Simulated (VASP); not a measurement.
The system is Rh.

```
Rh
1.0
     0.00000    1.89785    1.89785
     1.89785    0.00000    1.89785
     1.89785    1.89785    0.00000
Rh
1
Cartesian
  0.0000 0.0000 0.0000
```

Program: VASP 6.6.1. Alike in all runs: task single point; potentials or basis VASP PAW PBE potentials, release 64 (Rh_pv); no spin polarisation; cell as given; k mesh 13 × 13 × 13; cutoff (eV) 520; smearing methfessel-paxton 0.1 eV.

Q: Order these runs on this cell by their pressure, lowest first.
A. level PBEsol
B. level PBE
C. level revPBE

A: A (-3.6 GPa), B (7.5 GPa), C (11.0 GPa).

Caveats: the PAW data sets were made with another functional, which shifts forces and pressure a little (some runs).
